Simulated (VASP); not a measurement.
# Re (P6_3/mmc) in VASP: notebook

Re is run at these levels: LDA; tasks: single point.

All numbers are computed with VASP 6.6.1; they aren't measurements. Logs are shortened: lines on timing, memory, paths and dates and some standing lists are left out, and cuts for length are marked.

### 1 The cell of the first run

The structure is hexagonal, space group P6_3/mmc (No. 194). The conventional cell has a = 2.739 Å, b = 2.739 Å, c = 4.412 Å, α = 90.00°, β = 90.00°, γ = 120.00°. Re (site symmetry -6m2) has 12 Re at 2.71 to 2.74 Å within 3.6 Å.

### 2 Single point, LDA

INCAR reads:

```
PREC = Accurate
ENCUT = 600
EDIFF = 1E-6
ISMEAR = -1
SIGMA = 0.3
LREAL = False
LASPH = True
NELM = 120
ALGO = Normal
ISIF = 2
LWAVE = False
LCHARG = True
GGA = CA
LELF = True
LVHAR = True
NBANDS = 14
GGA_COMPAT = False
```

KPOINTS reads:

```
regular mesh
0
Gamma
  13 13 7
```

POSCAR reads:

```
Re
1.0
    2.7391880258      0.0000000000      0.0000000000
   -1.3695940129      2.3722064161      0.0000000000
    0.0000000000      0.0000000000      4.4118668232
Re
2
Direct
    0.3333333333      0.6666666667      0.2500000000
    0.6666666667      0.3333333333      0.7500000000
```

Potentials or basis: VASP PAW LDA potentials, release 64 (Re).

Started as:

```
$ cat potpaw_LDA.64/Re/POTCAR > POTCAR
$ mpirun -np 1 vasp_std > vasp.out
```

OUTCAR:

```text
PREC = Accurate
   ENCUT = 600
   EDIFF = 1E-6
   ISMEAR = -1
   LREAL = False
   LASPH = True
   NELM = 120
   ISIF = 2
   GGA = CA

 ion  position               nearest neighbor table
   1  0.333  0.667  0.250-   2 2.71   2 2.71   2 2.71   2 2.71   2 2.71   2 2.71
   2  0.667  0.333  0.750-   1 2.71   1 2.71   1 2.71   1 2.71   1 2.71   1 2.71

  LATTYP: Found a hexagonal cell.
 ALAT       =     2.7391880258
 C/A-ratio  =     1.6106476743

  Lattice vectors:

 A1 = (   2.7391880258,   0.0000000000,   0.0000000000)
 A2 = (  -1.3695940129,   2.3722064161,   0.0000000000)
 A3 = (   0.0000000000,   0.0000000000,   4.4118668232)

Analysis of symmetry for initial positions (statically):
=====================================================================
 Subroutine PRICEL returns:
 Original cell was already a primitive cell.

 Routine SETGRP: Setting up the symmetry group for a
 hexagonal supercell.

 Subroutine GETGRP returns: Found 24 space group operations
 (whereof 12 operations were pure point group operations)
 out of a pool of 24 trial point group operations.

The static configuration has the point symmetry D_3d.
 The point group associated with its full space group is D_6h.

Analysis of symmetry for dynamics (positions and initial velocities):
=====================================================================
 Subroutine PRICEL returns:
 Original cell was already a primitive cell.

 Routine SETGRP: Setting up the symmetry group for a
 hexagonal supercell.

 Subroutine GETGRP returns: Found 24 space group operations
 (whereof 12 operations were pure point group operations)
 out of a pool of 24 trial point group operations.

The dynamic configuration has the point symmetry D_3d.
 The point group associated with its full space group is D_6h.

 Subroutine INISYM returns: Found 24 space group operations
 (whereof 12 operations are pure point group operations),
 and found     1 'primitive' translations

----------------------------------------------------------------------------------------

                                     Primitive cell

  volume of cell :      28.6680

  direct lattice vectors                    reciprocal lattice vectors
     2.739188026  0.000000000  0.000000000     0.365071689  0.210774238  0.000000000
    -1.369594013  2.372206416  0.000000000     0.000000000  0.421548476  0.000000000
     0.000000000  0.000000000  4.411866823     0.000000000  0.000000000  0.226661420

  length of vectors
     2.739188026  2.739188026  4.411866823     0.421548476  0.421548476  0.226661420

[... 91 lines left out ...]
   NELECT =      14.0000    total number of electrons
   NUPDOWN=      -1.0000    fix difference up-down
   EMIN   =  10.00;   EMAX   =-10.00  energy-range for DOS
   EFERMI =   0.00;   METHOD = LEGACY
   ISMEAR =    -1;   SIGMA  =   0.30  broadening in eV -4-tet -1-fermi 0-gaus
   EFERMI_NEDOS =   21; number of points for ismear=-14 and -15
   IALGO  =     38    algorithm
   IMIX   =      4    mixing-type and parameters
     AMIX     =   0.40;   BMIX     =  1.00
     AMIX_MAG =   1.60;   BMIX_MAG =  1.00
  volume/ion in A,a.u.               =      14.33        96.73
  Fermi-wavevector in a.u.,A,eV,Ry     =   1.289195  2.436225 22.613205  1.662024
  Thomas-Fermi vector in A             =   2.421103
   LORBIT       =      0    0 simple, 1 ext, 2 COOP (PROOUT), +10 PAW based schemes
   GGA     = CA    functional components
   LHFCALC =     F    Hartree Fock is set to
   AEXX    =    0.0000 exact exchange contribution
   IVDW    =     0    specifies the selected vdW correction
   LEPSILON=     F    determine dielectric tensor
   LRPA    =     F    only Hartree local field effects (RPA)
 non-spin polarized calculation
  energy-cutoff  :      600.00
  volume of cell :       28.67
 maximum number of plane-waves:       984
 NGX is ok and might be reduce to    24
   NGX = 11   NGY = 11   NGZ = 17

 number of electron      14.0000000 magnetization

 Free energy of the ion-electron system (eV)
  ---------------------------------------------------
  ext. energy  EPLUGINS =         0.00000000
  ---------------------------------------------------
  free energy    TOTEN  =       -27.77517718 eV

  energy without entropy =      -27.27236499  energy(sigma->0) =      -27.52377108

 E-fermi :   8.2598     XC(G=0): -13.9816

 val. band max:        8.2378069584   @ k =   0.1538   0.0000   0.0000
 cond. band min:       8.3095561809   @ k =   0.1538   0.1538   0.4286
 fundamental gap:      0.0717492225
 Fermi energy:         8.2598153144

 k-point     1 :       0.0000    0.0000    0.0000
  band No.  band energies     occupation
      1      -1.7925      2.00000
      2       1.3817      2.00000
      3       6.5049      1.99425
      4       6.5049      1.99425
      5       6.5511      1.99330
      6       7.3859      1.89698
      7       7.3859      1.89698
      8       8.3321      0.88005
      9       8.3321      0.88005
     10       9.0170      0.14838
     11      11.6626      0.00002
     12      11.6626      0.00002
     13      18.6001      0.00000
     14      22.4068      0.00000
[... 377 lines left out ...]
      1      -0.6124      2.00000
      2       2.2662      2.00000
      3       5.4033      1.99985
      4       5.8358      1.99938
      5       6.5855      1.99249
      6       7.0799      1.96159
      7       7.4809      1.86125
      8       7.9440      1.48257
      9       8.3917      0.78364
     10       8.5835      0.50738
     11      12.0251      0.00001
     12      13.9226      0.00000
     13      19.5729      0.00000
     14      23.9024      0.00000

 [... further k-points ...]

------------------------ aborting loop because EDIFF is reached ----------------------------------------

  FORCE on cell =-STRESS in cart. coord.  units (eV):
  Direction    XX          YY          ZZ          XY          YZ          ZX
  --------------------------------------------------------------------------------------
  -------------------------------------------------------------------------------------
  Total        0.6952315      0.6952315      0.3907025      0.0000000     -0.0000000      0.0000000
  in kB       38.8546797     38.8546797     21.8353448      0.0000000     -0.0000000      0.0000000
  external PRESSURE =      33.1815681 kB  Pullay stress =       0.0000000 kB

 VOLUME and BASIS-vectors are now :
 -----------------------------------------------------------------------------
  energy-cutoff  :      600.00
  volume of cell :       28.67
      direct lattice vectors                 reciprocal lattice vectors
     2.739188026  0.000000000  0.000000000     0.365071689  0.210774238  0.000000000
    -1.369594013  2.372206416  0.000000000     0.000000000  0.421548476  0.000000000
     0.000000000  0.000000000  4.411866823     0.000000000  0.000000000  0.226661420

 POSITION                                       TOTAL-FORCE (eV/Angst)
 -----------------------------------------------------------------------------------
     -0.00000      1.58147      1.10297        -0.000000      0.000000      0.000000
      1.36959      0.79074      3.30890         0.000000     -0.000000      0.000000
 -----------------------------------------------------------------------------------
    total drift:                               -0.000000      0.000000     -0.000000

  FREE ENERGIE OF THE ION-ELECTRON SYSTEM (eV)
  ---------------------------------------------------
  free  energy   TOTEN  =       -27.7751771773 eV

  energy  without entropy=      -27.2723649919  energy(sigma->0) =      -27.52377108
```

stdout:

```text
POSCAR found type information on POSCAR Re
 POSCAR found :  1 types and       2 ions
 scaLAPACK will be used
 LDA part: xc-table for (Slater(with rela. corr.)+CA(PZ))
 , standard interpolation
 POSCAR, INCAR and KPOINTS ok, starting setup
 FFT: planning ... GRIDC
 FFT: planning ... GRID_SOFT
 FFT: planning ... GRID
 WAVECAR not read
 entering main loop
```

Run time: 18 s. Hardware: 1 thread of Intel Xeon 6975P-C (Granite Rapids), shared host; peak memory 0.16 GiB.

Results:

```
Free energy            : -27.7752 eV
Pressure               : 3.3 GPa
Band gap on the k mesh : zero (bands 7 and 8 overlap by 3.05 eV)
```

Levels at points of the mesh, in eV from the Fermi level:
```tsv
k point	band 3	band 4	band 5	band 6	band 7	band 8	band 9	band 10	band 11	band 12
(0.00, 0.00, 0.00)	-1.75	-1.75	-1.71	-0.87	-0.87	0.07	0.07	0.76	3.40	3.40
```

Caveat: the cell stands under pressure; so wide a smearing shifts energies and pressures; spin-orbit coupling is left out, which moves the levels of the heavy elements.

(Continued in part 2 of 2.)
